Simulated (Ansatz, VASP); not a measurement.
# Hf in VASP and in Ansatz

```
CELL_PARAMETERS angstrom
3.20451 0.00000 0.00000
-1.60225 2.77518 0.00000
0.00000 0.00000 5.07382
ATOMIC_POSITIONS crystal
Hf 0.33333 0.66667 0.25000
Hf 0.66667 0.33333 0.75000
```

Alike in both runs: task single point; functional PBE; k mesh 9 × 9 × 5; occupations fermi-dirac, width 0.1 eV; no spin polarisation.

|  | VASP | Ansatz |
| --- | --- | --- |
| version | VASP 6.6.1 | Ansatz 0.2.0 |
| potentials or method | VASP PAW PBE potentials, release 64 (Hf_pv), cutoff 520 eV | plane waves (420 eV) with PAW, scalar-relativistic |
| valence electrons in the cell | 20 | 52 |

VASP gave:

| Item | Value |
| --- | --- |
| pressure (GPa) | -0.6 |
| traceless stress, the component that is largest in VASP (GPa) | -0.18 |

Q: Which values does Ansatz return?

A: Pressure (GPa): -0.1; traceless stress, the component that is largest in VASP (GPa): -0.12.

VASP's potentials hold 20 valence electrons a cell and Ansatz's 52, so a difference there can come from the potentials and not from the codes.

Neither program's run includes spin-orbit coupling.
